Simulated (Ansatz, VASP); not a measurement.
Two plane-wave programs on CsGe2

```xyz
6
Lattice="7.3584 0.0000 0.0000 0.0000 7.3584 0.0000 0.0000 0.0000 7.3584" Properties=species:S:1:pos:R:3 pbc="T T T"
Cs    0.0000    0.0000    0.0000
Cs    3.6792    3.6792    3.6792
Ge    1.8396    1.8396    1.8396
Ge    1.8396    5.5188    5.5188
Ge    5.5188    5.5188    1.8396
Ge    5.5188    1.8396    5.5188
```

Alike in both runs: functional PBE; k mesh 4 × 4 × 4; occupations gaussian, width 0.1 eV; no spin polarisation.

Ansatz relaxed the structure, and its values are those at the end. VASP's run is a single point on that final structure, the one shown.

|  | VASP | Ansatz |
| --- | --- | --- |
| version | VASP 6.6.1 | Ansatz 0.2.0 |
| potentials or method | VASP PAW PBE potentials, release 64 (Cs_sv, Ge_d), cutoff 520 eV | scalar-relativistic, plane waves, PAW |
| valence electrons in the cell | 74 | 74 |

```tsv
	VASP	Ansatz	Ansatz less VASP
gap on the k mesh at the Fermi level (eV)	none	none	-
pressure (GPa)	0.2	0.2	-0.03
```

A gap of «none» marks a metal or a gap that the smearing closes.

Spin-orbit coupling is off throughout.
